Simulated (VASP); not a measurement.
# Bi (I4/mmm) in VASP: a series of runs, part 2 of 2

VASP 6.6.1. Earlier steps stand in the parts before.

## (4) Single point, PBE+D3(BJ) (volume 28.489 Å^3 an atom, c/a of the conventional cell 1.5658)

File INCAR:

```
PREC = Accurate
ENCUT = 520
EDIFF = 1E-6
ISMEAR = 0
SIGMA = 0.15
LREAL = False
LASPH = True
NELM = 80
ALGO = Fast
ISIF = 2
LWAVE = False
LCHARG = True
GGA = PE
IVDW = 12
LELF = True
LVHAR = True
NBANDS = 14
```

File KPOINTS:

```
Automatic mesh
0
Gamma
  18 18 18
```

File POSCAR:

```
Bi
1.0
   -1.6568898661      1.6568898661      2.5943581524
    1.6568898661     -1.6568898661      2.5943581524
    1.6568898661      1.6568898661     -2.5943581524
Bi
1
Direct
    0.0000000000      0.0000000000      0.0000000000
```

Potentials or basis: VASP PAW PBE potentials, release 64 (Bi_d).

Started as:

```
> cat potpaw_PBE.64/Bi_d/POTCAR > POTCAR
> mpirun -np 1 vasp_std > vasp.out
```

OUTCAR:

```text
PREC = Accurate
   ENCUT = 520
   EDIFF = 1E-6
   ISMEAR = 0
   LREAL = False
   LASPH = True
   NELM = 80
   ISIF = 2
   GGA = PE
   IVDW = 12
 IVDW          = 12

 ion  position               nearest neighbor table
   1  0.000  0.000  0.000-

  LATTYP: Found a body centered tetragonal cell.
 ALAT       =     3.3137797322
 C/A-ratio  =     1.5658000000

  Lattice vectors:

 A1 = (  -1.6568898661,   1.6568898661,   2.5943581524)
 A2 = (   1.6568898661,  -1.6568898661,   2.5943581524)
 A3 = (   1.6568898661,   1.6568898661,  -2.5943581524)

Analysis of symmetry for initial positions (statically):
=====================================================================
 Subroutine PRICEL returns:
 Original cell was already a primitive cell.

 Routine SETGRP: Setting up the symmetry group for a
 body centered tetragonal supercell.

 Subroutine GETGRP returns: Found 16 space group operations
 (whereof 16 operations were pure point group operations)
 out of a pool of 16 trial point group operations.

The static configuration has the point symmetry D_4h.

[... 170 lines left out ...]
      2     -13.9905      2.00000
      3     -13.9905      2.00000
      4     -13.9780      2.00000
      5     -13.8761      2.00000
      6      -5.1110      2.00000
      7      14.6613      0.00000
      8      14.7185      0.00000
      9      14.7185      0.00000
     10      18.2515      0.00000
     11      19.0704      0.00000
     12      20.2823      0.00000
     13      20.6600      0.00000
     14      20.6641      0.00000
[... 377 lines left out ...]
      1     -14.0360      2.00000
      2     -14.0067      2.00000
      3     -13.9644      2.00000
      4     -13.9325      2.00000
      5     -13.8900      2.00000
      6      -4.2453      2.00000
      7       9.4304      0.00929
      8      13.0552      0.00000
      9      14.1107      0.00000
     10      17.3816      0.00000
     11      19.4203      0.00000
     12      20.4682      0.00000
     13      20.8131      0.00000
     14      22.6333      0.00000

 [... further k-points ...]

------------------------ aborting loop because EDIFF is reached ----------------------------------------

 Edisp (eV)   -0.55355

 E8    (eV) :    -0.2719

  FORCE on cell =-STRESS in cart. coord.  units (eV):
  Direction    XX          YY          ZZ          XY          YZ          ZX
  --------------------------------------------------------------------------------------
  -------------------------------------------------------------------------------------
  Total       0.77339     0.77339     0.71885     0.00000     0.00000     0.00000
  in kB      43.49403    43.49403    40.42701     0.00000     0.00000     0.00000
  external pressure =       42.47 kB  Pullay stress =        0.00 kB

 VOLUME and BASIS-vectors are now :
 -----------------------------------------------------------------------------
  energy-cutoff  :      520.00
  volume of cell :       28.49
      direct lattice vectors                 reciprocal lattice vectors
    -1.656889866  1.656889866  2.594358152     0.000000000  0.301770208  0.192725896
     1.656889866 -1.656889866  2.594358152     0.301770208  0.000000000  0.192725896
     1.656889866  1.656889866 -2.594358152     0.301770208  0.301770208  0.000000000

 POSITION                                       TOTAL-FORCE (eV/Angst)
 -----------------------------------------------------------------------------------
      0.00000      0.00000      0.00000         0.000000      0.000000     -0.000000
 -----------------------------------------------------------------------------------
    total drift:                               -0.000000     -0.000000     -0.000000

  FREE ENERGIE OF THE ION-ELECTRON SYSTEM (eV)
  ---------------------------------------------------
  free  energy   TOTEN  =        -4.1948991121 eV

  energy  without entropy=       -4.1875235378  energy(sigma->0) =       -4.19121132
```

OSZICAR:

```text
N       E                     dE             d eps       ncg     rms          rms(c)
DAV:   1     0.114912420515E+03    0.11491E+03   -0.77128E+03 13630   0.127E+03
DAV:   2     0.290175234600E+01   -0.11201E+03   -0.10821E+03 14418   0.344E+02
DAV:   3    -0.349636141568E+01   -0.63981E+01   -0.63714E+01 16920   0.790E+01
DAV:   4    -0.364107902541E+01   -0.14472E+00   -0.14468E+00 17116   0.125E+01
DAV:   5    -0.364704682472E+01   -0.59678E-02   -0.59676E-02 19164   0.234E+00    0.457E-01
RMM:   6    -0.364249931331E+01    0.45475E-02   -0.53551E-03 16535   0.870E-01    0.266E-01
RMM:   7    -0.364124425786E+01    0.12551E-02   -0.48473E-03 16691   0.728E-01    0.724E-02
RMM:   8    -0.364132354419E+01   -0.79286E-04   -0.10549E-03 19176   0.410E-01    0.110E-02
RMM:   9    -0.364134936890E+01   -0.25825E-04   -0.28433E-04 22025   0.159E-01    0.978E-03
RMM:  10    -0.364135048159E+01   -0.11127E-05   -0.49553E-05 18811   0.983E-02    0.246E-03
RMM:  11    -0.364135224286E+01   -0.17613E-05   -0.26746E-05 22450   0.466E-02    0.231E-03
RMM:  12    -0.364135241998E+01   -0.17713E-06   -0.27535E-06 11858   0.151E-02
   1 F= -.41948991E+01 E0= -.41912113E+01  d E =-.737557E-02
```

stdout:

```text
POSCAR found type information on POSCAR Bi
 POSCAR found :  1 types and       1 ions
 scaLAPACK will be used
 LDA part: xc-table for (Slater+PW92), standard interpolation
 POSCAR, INCAR and KPOINTS ok, starting setup
 FFT: planning ... GRIDC
 FFT: planning ... GRID_SOFT
 FFT: planning ... GRID
 WAVECAR not read
 entering main loop
WARNING in EDDRMM: call to ZHEGV failed, returncode =   6  3     13
WARNING in EDDRMM: call to ZHEGV failed, returncode =   8  4     13
WARNING in EDDRMM: call to ZHEGV failed, returncode =   8  4     12
WARNING in EDDRMM: call to ZHEGV failed, returncode =   6  3     11
WARNING in EDDRMM: call to ZHEGV failed, returncode =   8  4     12
```

Wall time 2.4 min (1 thread of Intel Xeon 6975P-C, shared host); peak memory 0.3 GiB.

What came out:

```
Free energy                : -4.1949 eV
Pressure                   : 4.2 GPa
Dispersion energy per atom : -0.554 eV
```

Caveat: spin-orbit coupling is left out, which moves the levels of the heavy elements; pairwise dispersion overbinds metals, which lowers pressure and volume.

## (5) Summary

```csv
cell,gap on the mesh (eV),pressure (GPa)
"a = 3.403 Å, angles 118.4, 118.4, 92.7°, 1 atom",none,4.0
"a = 3.348 Å, angles 105.7, 105.7, 117.3°, 1 atom",none,4.2
"a = 3.496 Å, angles 123.4, 123.4, 84.2°, 1 atom",none,4.2
```

Alike in all rows: task single point; level PBE+D3(BJ); potentials or basis VASP PAW PBE potentials, release 64 (Bi_d); no spin polarisation; k mesh 18 × 18 × 18; cutoff (eV) 520; smearing gaussian 0.15 eV.

Caveats: spin-orbit coupling is left out, which moves the levels of the heavy elements; pairwise dispersion overbinds metals, which lowers pressure and volume.

Absolute energies hang on the potentials; compare differences alone.
